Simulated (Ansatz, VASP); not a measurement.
# One calculation of TePb, two programs

```xyz
2
Lattice="0.0000 3.1900 3.1900 3.1900 0.0000 3.1900 3.1900 3.1900 0.0000" Properties=species:S:1:pos:R:3 pbc="T T T"
Te    3.1900    3.1900    3.1900
Pb    0.0000    0.0000    0.0000
```

Alike in both runs: functional LDA; k mesh 10 × 10 × 10; no spin polarisation.

Ansatz relaxed the structure, and its values are those at the end. VASP's run is a single point on that final structure, the one shown.

```csv
,VASP,Ansatz
version,VASP 6.6.1,Ansatz 0.2.0
potentials or method,"VASP PAW LDA potentials, release 64 (Te, Pb_d)","scalar-relativistic, plane waves, PAW"
plane-wave cutoff (eV),520,420
occupations,"gaussian, width 0.01 eV",fixed
valence electrons in the cell,20,30
```

Ansatz gave:

```
gap on the k mesh at the Fermi level (eV) : 0.57
least direct gap on the mesh (eV)         : 0.57
pressure (GPa)                            : 0.0
```

Estimate VASP's values.

gap on the k mesh at the Fermi level (eV): 0.55; least direct gap on the mesh (eV): 0.55; pressure (GPa): 0.1.

LDA's correlation is that of Perdew and Zunger in VASP and of Perdew and Wang (1992) in Ansatz. VASP's potentials hold 20 valence electrons a cell and Ansatz's 30, so a difference there can come from the potentials and not from the codes.

Spin-orbit coupling is off throughout.
